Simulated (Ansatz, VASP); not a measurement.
Sn in VASP and in Ansatz

Contents of INCAR:

```
SYSTEM = Sn
PREC = Accurate ; ENCUT = 520
EDIFF = 1E-7 ; ISMEAR = 0
SIGMA = 0.1 ; LREAL = .FALSE.
LASPH = .TRUE. ; NELM = 80
ALGO = Normal ; ISIF = 2
LWAVE = .FALSE. ; LCHARG = .TRUE.
GGA = PS ; LELF = .TRUE.
LVHAR = .TRUE. ; NBANDS = 21
```

File KPOINTS:

```
regular mesh
0
G
  12 12 12
  0 0 0
```

The input POSCAR:

```
Sn
1.0
    0.0000000000      3.3343083671      3.3343083671
    3.3343083671      0.0000000000      3.3343083671
    3.3343083671      3.3343083671      0.0000000000
Sn
2
Direct
    0.0000000000      0.0000000000      0.0000000000
    0.2500000000      0.2500000000      0.2500000000
```

Input for Ansatz:

```yaml
crystal:
  lattice:
    - [0.0, 3.334308372, 3.334308372]
    - [3.334308372, 0.0, 3.334308372]
    - [3.334308372, 3.334308372, 0.0]
  atoms:
    - { symbol: Sn, position: [0.0, 0.0, 0.0] }
    - { symbol: Sn, position: [0.25, 0.25, 0.25] }
basis:
  ecutwfc: 420
kpoints:
  mp_grid: { grid: [12, 12, 12] }
hamiltonian:
  xc: pbesol
scf:
  occupations: { method: gaussian, width: 0.1 }
output:
  forces: true
  stress: true
  eigenvalues: true
```

Alike in both runs: task single point; functional PBEsol; k mesh 12 × 12 × 12; occupations gaussian, width 0.1 eV; no spin polarisation.

|  | VASP | Ansatz |
| --- | --- | --- |
| version | VASP 6.6.1 | Ansatz 0.2.0 |
| potentials or method | VASP PAW PBE potentials, release 64 (Sn_d), cutoff 520 eV | scalar-relativistic, plane waves, PAW |
| valence electrons in the cell | 28 | 28 |

|  | VASP | Ansatz | Ansatz less VASP |
| --- | --- | --- | --- |
| gap on the k mesh at the Fermi level (eV) | none | none | - |
| pressure (GPa) | -2.2 | -2.1 | +0.06 |

VASP's potentials were made for PBE, not for PBEsol. A gap of «none» marks a metal or a gap that the smearing closes.
